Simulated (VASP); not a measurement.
# SrTiO3 (Pm-3m) in VASP: notebook

Runs on SrTiO3. Level: r2SCAN. Tasks: relaxation of cell and atoms.

Everything below comes from runs of VASP 6.6.1. Logs are shortened: lines on timing, memory, paths and dates and some standing lists are left out, and cuts for length are marked.

### 1 The cell of the first run

Symmetry: Pm-3m, No. 221, cubic system. Conventional cell: a = 3.905 Å, b = 3.905 Å, c = 3.905 Å, α = 90.00°, β = 90.00°, γ = 90.00°. Within 3.6 Å of Sr (site symmetry m-3m) lie 12 O at 2.76 Å and 8 Ti at 3.38 Å. Within 2.6 Å of Ti (site symmetry m-3m) lie 6 O at 1.95 Å. Within 2.6 Å of O (site symmetry 4/mmm) lie 2 Ti at 1.95 Å.

### 2 Relaxation of cell and atoms, r2SCAN, target pressure 0.72 GPa, at which the enthalpy is minimised

Input file POSCAR:

```
SrTiO3
1.0
    3.9052800000      0.0000000000      0.0000000000
    0.0000000000      3.9052800000      0.0000000000
    0.0000000000      0.0000000000      3.9052800000
Sr Ti O
1 1 3
Direct
    0.5000000000      0.5000000000      0.5000000000
    0.0000000000      0.0000000000      0.0000000000
    0.5000000000      0.0000000000      0.0000000000
    0.0000000000      0.5000000000      0.0000000000
    0.0000000000      0.0000000000      0.5000000000
```

Input file INCAR.step1:

```
SYSTEM = SrTiO3
ALGO = Normal
EDIFF = 1E-4
ENCUT = 600
GGA = PE
ISMEAR = 0
LASPH = .TRUE.
LCHARG = .FALSE.
LREAL = .FALSE.
LWAVE = .TRUE.
NELM = 100
PREC = Accurate
SIGMA = 0.1
```

Input file INCAR.step2:

```
SYSTEM = SrTiO3
ALGO = Normal
EDIFF = 1E-6
EDIFFG = -0.05
ENCUT = 600
IBRION = 2
ISIF = 3
ISMEAR = 0
ISTART = 1
LASPH = .TRUE.
LCHARG = .FALSE.
LMIXTAU = .TRUE.
LREAL = .FALSE.
LWAVE = .FALSE.
METAGGA = R2SCAN
NELM = 100
NSW = 80
PREC = Accurate
PSTRESS = 7.199999999999999
SIGMA = 0.1
```

Input file KPOINTS:

```
k-points
0
G
  6 6 6
  0 0 0
```

Potentials or basis: VASP PAW PBE potentials, release 64 (Sr_sv, Ti_sv, O).

Command:

```console
$ cat potpaw_PBE.64/Sr_sv/POTCAR potpaw_PBE.64/Ti_sv/POTCAR potpaw_PBE.64/O/POTCAR > POTCAR
$ cp INCAR.step1 INCAR
$ mpirun -np 1 vasp_std > vasp.out
$ cp INCAR.step2 INCAR
$ mpirun -np 1 vasp_std > vasp.out
```

OUTCAR:

```text
SYSTEM = SrTiO3
   EDIFF = 1E-6
   EDIFFG = -0.05
   ENCUT = 600
   IBRION = 2
   ISIF = 3
   ISMEAR = 0
   ISTART = 1
   LASPH = .TRUE.
   LREAL = .FALSE.
   METAGGA = R2SCAN
   NELM = 100
   NSW = 80
   PREC = Accurate
   PSTRESS = 7.199999999999999

 ion  position               nearest neighbor table
   1  0.500  0.500  0.500-   3 2.76   4 2.76   5 2.76   3 2.76   4 2.76   3 2.76   5 2.76   3 2.76
                             4 2.76   5 2.76   4 2.76   5 2.76   2 3.38   2 3.38   2 3.38   2 3.38
   2  0.000  0.000  0.000-   3 1.95   4 1.95   5 1.95   5 1.95   4 1.95   3 1.95   1 3.38   1 3.38
                             1 3.38   1 3.38   1 3.38   1 3.38   1 3.38   1 3.38
   3  0.500  0.000  0.000-   2 1.95   2 1.95   1 2.76   1 2.76   1 2.76   1 2.76
   4  0.000  0.500  0.000-   2 1.95   2 1.95   1 2.76   1 2.76   1 2.76   1 2.76
   5  0.000  0.000  0.500-   2 1.95   2 1.95   1 2.76   1 2.76   1 2.76   1 2.76

  LATTYP: Found a simple cubic cell.
 ALAT       =     3.9052800000

  Lattice vectors:

 A1 = (   3.9052800000,   0.0000000000,   0.0000000000)
 A2 = (   0.0000000000,   3.9052800000,   0.0000000000)
 A3 = (   0.0000000000,   0.0000000000,   3.9052800000)

Analysis of symmetry for initial positions (statically):
=====================================================================
 Subroutine PRICEL returns:
 Original cell was already a primitive cell.

 Routine SETGRP: Setting up the symmetry group for a
 simple cubic supercell.

 Subroutine GETGRP returns: Found 48 space group operations
 (whereof 48 operations were pure point group operations)
 out of a pool of 48 trial point group operations.

The static configuration has the point symmetry O_h .

Analysis of symmetry for dynamics (positions and initial velocities):
=====================================================================
 Subroutine PRICEL returns:
 Original cell was already a primitive cell.

 Routine SETGRP: Setting up the symmetry group for a
 simple cubic supercell.

 Subroutine GETGRP returns: Found 48 space group operations
 (whereof 48 operations were pure point group operations)
 out of a pool of 48 trial point group operations.

The dynamic configuration has the point symmetry O_h .

 Subroutine INISYM returns: Found 48 space group operations
 (whereof 48 operations are pure point group operations),
 and found     1 'primitive' translations

----------------------------------------------------------------------------------------

                                     Primitive cell

  volume of cell :      59.5603

  direct lattice vectors                    reciprocal lattice vectors
     3.905280000  0.000000000  0.000000000     0.256063586  0.000000000  0.000000000
     0.000000000  3.905280000  0.000000000     0.000000000  0.256063586  0.000000000
     0.000000000  0.000000000  3.905280000     0.000000000  0.000000000  0.256063586

  length of vectors
     3.905280000  3.905280000  3.905280000     0.256063586  0.256063586  0.256063586

  position of ions in fractional coordinates (direct lattice)
     0.500000000  0.500000000  0.500000000
     0.000000000  0.000000000  0.000000000
     0.500000000  0.000000000  0.000000000
     0.000000000  0.500000000  0.000000000
     0.000000000  0.000000000  0.500000000

  ion indices of the primitive-cell ions
   primitive index   ion index
                 1           1
                 2           2
                 3           3
                 4           4
                 5           5

----------------------------------------------------------------------------------------

 KPOINTS: k-points

Automatic generation of k-mesh.
 Grid dimensions read from file:
 generate k-points for:    6    6    6

 Generating k-lattice:

  Cartesian coordinates                     Fractional coordinates (reciprocal lattice)
     0.042677264  0.000000000  0.000000000     0.166666667  0.000000000  0.000000000
     0.000000000  0.042677264  0.000000000     0.000000000  0.166666667  0.000000000
     0.000000000  0.000000000  0.042677264     0.000000000  0.000000000  0.166666667

  Length of vectors
     0.042677264  0.042677264  0.042677264

  Shift w.r.t. Gamma in fractional coordinates (k-lattice)
     0.000000000  0.000000000  0.000000000

 Subroutine IBZKPT returns following result:
 ===========================================

 Found     20 irreducible k-points:

 Following reciprocal coordinates:
            Coordinates               Weight
  0.000000  0.000000  0.000000      1.000000
  0.166667  0.000000  0.000000      6.000000
  0.333333  0.000000  0.000000      6.000000
  0.500000  0.000000  0.000000      3.000000
  0.166667  0.166667  0.000000     12.000000
  0.333333  0.166667  0.000000     24.000000
[... 12 lines left out ...]
  0.500000  0.500000  0.333333      6.000000
  0.500000  0.500000  0.500000      1.000000
   k-points           NKPTS =     20   k-points in BZ     NKDIM =     20   number of bands    NBANDS=     24
   number of dos      NEDOS =    301   number of ions     NIONS =      5
   total plane-waves  NPLWV =  32768
   dimension x,y,z NGX =    32 NGY =   32 NGZ =   32
   dimension x,y,z NGXF=    64 NGYF=   64 NGZF=   64
   ions per type =               1   1   3
   NGX,Y,Z   is equivalent  to a cutoff of  13.62, 13.62, 13.62 a.u.
   NGXF,Y,Z  is equivalent  to a cutoff of  27.24, 27.24, 27.24 a.u.
 SYSTEM =  SrTiO3
   PREC   = accura    normal or accurate (medium, high low for compatibility)
   ISTART =      1    job   : 0-new  1-cont  2-samecut
   ICHARG =      0    charge: 1-file 2-atom 10-const
   ISPIN  =      1    spin polarized calculation?
   LNONCOLLINEAR =      F non collinear calculations
   LSORBIT =      F    spin-orbit coupling
   LASPH  =      T    aspherical Exc in radial PAW
   ENCUT  =  600.0 eV  44.10 Ry    6.64 a.u.   7.80  7.80  7.80*2*pi/ulx,y,z
   NELM   =    100;   NELMIN=  2; NELMDL=  0     # of ELM steps
   EDIFF  = 0.1E-05   stopping-criterion for ELM
   LREAL  =      F    real-space projection
   EDIFFG = -.5E-01   stopping-criterion for IOM
   NSW    =     80    number of steps for IOM
   IBRION =      2    ionic relax: 0-MD 1-quasi-New 2-CG
   NFREE  =      1    steps in history (QN), initial steepest desc. (CG)
   ISIF   =      3    stress and relaxation
   ISYM   =      2    0-nonsym 1-usesym 2-fastsym
   POTIM  = 0.5000    time-step for ionic-motion
   TEBEG  =    0.0;   TEEND  =   0.0 temperature during run
   PSTRESS=    7.2 pullay stress
   NELECT =      40.0000    total number of electrons
   NUPDOWN=      -1.0000    fix difference up-down
   EMIN   =  10.00;   EMAX   =-10.00  energy-range for DOS
   EFERMI =   0.00;   METHOD = LEGACY
   ISMEAR =     0;   SIGMA  =   0.10  broadening in eV -4-tet -1-fermi 0-gaus
   EFERMI_NEDOS =   21; number of points for ismear=-14 and -15
   IALGO  =     38    algorithm
   IMIX   =      4    mixing-type and parameters
     AMIX     =   0.40;   BMIX     =  1.00
     AMIX_MAG =   1.60;   BMIX_MAG =  1.00
  volume/ion in A,a.u.               =      11.91        80.39
  Fermi-wavevector in a.u.,A,eV,Ry     =   1.433648  2.709203 27.964703  2.055348
  Thomas-Fermi vector in A             =   2.553143
   LORBIT       =      0    0 simple, 1 ext, 2 COOP (PROOUT), +10 PAW based schemes
   METAGGA = R2SCAN    functional components
   LHFCALC =     F    Hartree Fock is set to
   AEXX    =    0.0000 exact exchange contribution
   IVDW    =     0    specifies the selected vdW correction
   LEPSILON=     F    determine dielectric tensor
   LRPA    =     F    only Hartree local field effects (RPA)
 conjugate gradient relaxation of ions
 non-spin polarized calculation
 Gauss-broadening in eV      SIGMA  =   0.10
  energy-cutoff  :      600.00
  volume of cell :       59.56
 maximum number of plane-waves:      2008
 NGX is ok and might be reduce to    32
   NGX = 15   NGY = 15   NGZ = 15

 number of electron      39.9999979 magnetization

 Free energy of the ion-electron system (eV)
  ---------------------------------------------------
  ext. energy  EPLUGINS =         0.00000000
  ---------------------------------------------------
  free energy    TOTEN  =       -63.33684518 eV

  energy without entropy =      -63.33684518  energy(sigma->0) =      -63.33684518

 E-fermi :   4.4824     XC(G=0): -11.9322

 val. band max:        3.8454105647   @ k =   0.5000   0.5000   0.5000
 cond. band min:       6.1217319412   @ k =   0.0000   0.0000   0.0000
 fundamental gap:      2.2763213764
 Fermi energy:         4.4824408669

 k-point     1 :       0.0000    0.0000    0.0000
  band No.  band energies     occupation
      1     -54.8290      2.00000
      2     -30.0260      2.00000
      3     -30.0260      2.00000
      4     -30.0260      2.00000
      5     -30.0241      2.00000
      6     -14.5720      2.00000
[... 16 lines left out ...]
     23       6.1217      0.00000
     24       8.4418      0.00000

 k-point     2 :       0.1667    0.0000    0.0000
  band No.  band energies     occupation
      1     -54.8286      2.00000
      2     -30.0907      2.00000
      3     -30.0252      2.00000
      4     -30.0252      2.00000
      5     -29.9734      2.00000
      6     -14.5737      2.00000
[... 16 lines left out ...]
     23       6.6740      0.00000
     24       8.4473      0.00000

 k-point     3 :       0.3333    0.0000    0.0000
  band No.  band energies     occupation
      1     -54.8277      2.00000
      2     -30.1517      2.00000
      3     -30.0238      2.00000
      4     -30.0238      2.00000
      5     -29.9399      2.00000
      6     -14.6642      2.00000
[... 16 lines left out ...]
     23       7.6000      0.00000
     24       8.4545      0.00000
[... 406 lines left out ...]
 k-point    19 :       0.5000    0.5000    0.3333
  band No.  band energies     occupation
      1     -54.8244      2.00000
      2     -30.1005      2.00000
      3     -30.1005      2.00000
      4     -30.0799      2.00000
      5     -29.9680      2.00000
      6     -13.4376      2.00000
[... 16 lines left out ...]
     23       8.6745      0.00000
     24      11.5032      0.00000

 k-point    20 :       0.5000    0.5000    0.5000
  band No.  band energies     occupation
      1     -54.8239      2.00000
      2     -30.0996      2.00000
      3     -30.0996      2.00000
      4     -30.0996      2.00000
      5     -29.9635      2.00000
      6     -13.2499      2.00000
[... 16 lines left out ...]
     23       8.7281      0.00000
     24      11.4812      0.00000

------------------------ aborting loop because EDIFF is reached ----------------------------------------

  FORCE on cell =-STRESS in cart. coord.  units (eV):
  Direction    XX          YY          ZZ          XY          YZ          ZX
  --------------------------------------------------------------------------------------
  -------------------------------------------------------------------------------------
  Total        0.3789279      0.3789279      0.3789279      0.0000000      0.0000000     -0.0000000
  in kB       10.1932019     10.1932019     10.1932019      0.0000000      0.0000000     -0.0000000
  external PRESSURE =       2.9932019 kB  Pullay stress =       7.2000000 kB

 VOLUME and BASIS-vectors are now :
 -----------------------------------------------------------------------------
  energy-cutoff  :      600.00
  volume of cell :       59.56
      direct lattice vectors                 reciprocal lattice vectors
     3.905280000  0.000000000  0.000000000     0.256063586  0.000000000  0.000000000
     0.000000000  3.905280000  0.000000000     0.000000000  0.256063586  0.000000000
     0.000000000  0.000000000  3.905280000     0.000000000  0.000000000  0.256063586

 POSITION                                       TOTAL-FORCE (eV/Angst)
 -----------------------------------------------------------------------------------
      1.95264      1.95264      1.95264         0.000000      0.000000      0.000000
      0.00000      0.00000      0.00000         0.000000      0.000000      0.000000
      1.95264      0.00000      0.00000         0.000000      0.000000      0.000000
      0.00000      1.95264      0.00000         0.000000      0.000000      0.000000
      0.00000      0.00000      1.95264         0.000000      0.000000      0.000000
 -----------------------------------------------------------------------------------
    total drift:                                0.000000      0.000000     -0.000000

  FREE ENERGIE OF THE ION-ELECTRON SYSTEM (eV)
  ---------------------------------------------------
  free  energy   TOTEN  =       -63.3368451751 eV

  energy  without entropy=      -63.3368451751  energy(sigma->0) =      -63.33684518

  enthalpy is  TOTEN    =       -63.0691882737 eV   P V=        0.2676569014

 reached required accuracy - stopping structural energy minimisation
```

Wall time 1.7 min (1 thread of Intel Xeon 8259CL, shared host); peak memory 0.21 GiB.

What came out:

```
Free energy             : -63.3368 eV
Pressure after relaxing : 1.0 GPa
Band gap on the k mesh  : 2.28 eV (least direct gap 2.66 eV)
```

Final structure:
```cif
data_structure
_symmetry_space_group_name_H-M 'P 1'
_symmetry_Int_Tables_number 1
_cell_length_a 3.9053
_cell_length_b 3.9053
_cell_length_c 3.9053
_cell_angle_alpha 90.000
_cell_angle_beta 90.000
_cell_angle_gamma 90.000
_cell_volume 59.56
loop_
_atom_site_label
_atom_site_type_symbol
_atom_site_fract_x
_atom_site_fract_y
_atom_site_fract_z
_atom_site_occupancy
Sr1 Sr 0.50000 0.50000 0.50000 1
Ti1 Ti 0.00000 0.00000 0.00000 1
O1 O 0.50000 0.00000 0.00000 1
O2 O 0.00000 0.50000 0.00000 1
O3 O 0.00000 0.00000 0.50000 1
```

Levels at points of the mesh, in eV from the valence-band top:
| k point | band 17 | band 18 | band 19 | band 20 | band 21 | band 22 | band 23 | band 24 |
| --- | --- | --- | --- | --- | --- | --- | --- | --- |
| (0.00, 0.00, 0.00) | -1.21 | -0.38 | -0.38 | -0.38 | 2.28 | 2.28 | 2.28 | 4.60 |
| (0.50, 0.00, 0.00) | -2.36 | -2.00 | -0.77 | -0.77 | 2.44 | 4.18 | 4.18 | 4.61 |
| (0.50, 0.50, 0.00) | -1.79 | -1.61 | -1.61 | -0.09 | 4.19 | 4.19 | 4.67 | 5.64 |
| (0.50, 0.50, 0.50) | -3.80 | 0.00 | 0.00 | 0.00 | 4.88 | 4.88 | 4.88 | 7.64 |

Caveat: the relaxation stopped at its first step, so nothing moved; the cell is relaxed towards a set pressure, so the run minimises the enthalpy, not the energy; the PAW data sets were made with another functional, which shifts forces and pressure a little.

### 3 Relaxation of cell and atoms, r2SCAN, target pressure 0.72 GPa, at which the enthalpy is minimised

This run uses another cell than the first one, of 11.88 Å³/atom.

Changes to POSCAR since step 2:

```diff
@@ -2,5 +2,5 @@
 1.0
-    3.9052800000      0.0000000000      0.0000000000
-    0.0000000000      3.9052800000      0.0000000000
-    0.0000000000      0.0000000000      3.9052800000
+    3.9022219870      0.0000000000      0.0000000000
+    0.0000000000      3.9022219870      0.0000000000
+    0.0000000000      0.0000000000      3.9022219870
 Sr Ti O
```

Input file INCAR.step1:

```
ALGO = Normal
EDIFF = 1E-4
ENCUT = 600
GGA = PE
ISMEAR = 0
LASPH = T
LCHARG = F
LREAL = F
LWAVE = T
NELM = 60
PREC = Accurate
SIGMA = 0.01
```

Input file INCAR.step2:

```
ALGO = Normal
EDIFF = 1E-6
EDIFFG = -0.002
ENCUT = 600
IBRION = 2
ISIF = 3
ISMEAR = 0
ISTART = 1
LASPH = T
LCHARG = F
LMIXTAU = T
LREAL = F
LWAVE = F
METAGGA = R2SCAN
NELM = 60
NSW = 80
PREC = Accurate
PSTRESS = 7.199999999999999
SIGMA = 0.01
```

Input file KPOINTS:

```
k-points
0
Gamma
  8 8 8
```

Potentials or basis: VASP PAW PBE potentials, release 64 (Sr_sv, Ti_sv, O).

Command:

```console
$ cat potpaw_PBE.64/Sr_sv/POTCAR potpaw_PBE.64/Ti_sv/POTCAR potpaw_PBE.64/O/POTCAR > POTCAR
$ cp INCAR.step1 INCAR
$ mpirun -np 1 vasp_std > vasp.out
$ cp INCAR.step2 INCAR
$ mpirun -np 1 vasp_std > vasp.out
```

It took 6 min on 1 thread of Intel Xeon 8259CL, shared host; peak memory 0.24 GiB.

It converged, with:

```yaml
Free_energy: -63.3374 eV
Relaxed_volume: 11.93 Å³/atom
Relaxed_cell: a = 3.907 Å, b = 3.907 Å, c = 3.907 Å, α = 90.00°, β = 90.00°, γ = 90.00°
Space_group_after_relaxing_to_0.1_Å: Pm-3m (No. 221)
Energy_change_on_relaxing_the_run_minimises_the_enthalpy: -0.3 meV/atom
Ionic_steps: 3
Pressure_after_relaxing: 0.7 GPa
Band_gap_on_the_k_mesh: 2.27 eV (least direct gap 2.66 eV)
```

The path:
| step | energy change (eV) | largest force (eV/Å) | pressure (GPa) | volume (Å³) |
| --- | --- | --- | --- | --- |
| 1 | 0.0000 | 0.0000 | 1.48 | 59.42 |
| 2 | -0.0021 | 0.0000 | -0.07 | 59.90 |
| 3 | -0.0016 | 0.0000 | 0.73 | 59.65 |

Final structure:
```xyz
5
Lattice="3.9073 0.0000 0.0000 0.0000 3.9073 0.0000 0.0000 0.0000 3.9073" Properties=species:S:1:pos:R:3 pbc="T T T"
Sr    1.9536    1.9536    1.9536
Ti    0.0000    0.0000    0.0000
O     1.9536    0.0000    0.0000
O     0.0000    1.9536    0.0000
O     0.0000    0.0000    1.9536
```

Levels at points of the mesh, in eV from the valence-band top:
```tsv
k point	band 18	band 19	band 20	band 21	band 22	band 23
(0.00, 0.00, 0.00)	-0.38	-0.38	-0.38	2.27	2.27	2.27
(0.50, 0.00, 0.00)	-2.00	-0.77	-0.77	2.44	4.17	4.17
(0.50, 0.50, 0.00)	-1.61	-1.61	-0.09	4.18	4.18	4.66
(0.50, 0.50, 0.50)	0.00	0.00	0.00	4.87	4.87	4.87
```

Caveat: the cell is relaxed towards a set pressure, so the run minimises the enthalpy, not the energy; the PAW data sets were made with another functional, which shifts forces and pressure a little. A k mesh can miss the band edges.
